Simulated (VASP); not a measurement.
Input of a VASP 6.6.1 run:

Contents of INCAR:

```
PREC     = Accurate       # precision mode
ENCUT    = 520            # plane-wave cutoff, eV
EDIFF    = 1E-6           # SCF threshold, eV
ISMEAR   = 0              # smearing method
SIGMA    = 0.1            # smearing width, eV
LREAL    = False          # projectors in reciprocal space
LASPH    = True           # aspherical terms in the spheres
NELM     = 80             # most SCF steps
ALGO     = Normal         # electronic algorithm
ISIF     = 2              # what is computed and relaxed
LWAVE    = False          # write WAVECAR
LCHARG   = False          # write CHGCAR
NBANDS   = 12             # bands
```

File KPOINTS:

```
regular mesh
0
Gamma
  10 10 10
```

File POSCAR:

```
LiF
1.0
    2.4662529426      0.0000000000      0.0000000000
    0.0000000000      2.4662529426      0.0000000000
    0.0000000000      0.0000000000      2.4662529426
F Li
1 1
Direct
    0.5000000000      0.5000000000      0.5000000000
    0.0000000000      0.0000000000      0.0000000000
```

Potentials or basis: VASP PAW LDA potentials, release 64 (F, Li_sv).

Run with:

```console
$ cat potpaw_LDA.64/F/POTCAR potpaw_LDA.64/Li_sv/POTCAR > POTCAR
$ mpirun -np 1 vasp_std > vasp.out
```

**Question.** What does it give for the band gap on the k mesh?

**Answer.** 8.29 eV, indirect (least direct gap 9.10 eV).

 LDA gaps usually lie below the measured ones, often by a third to a half.
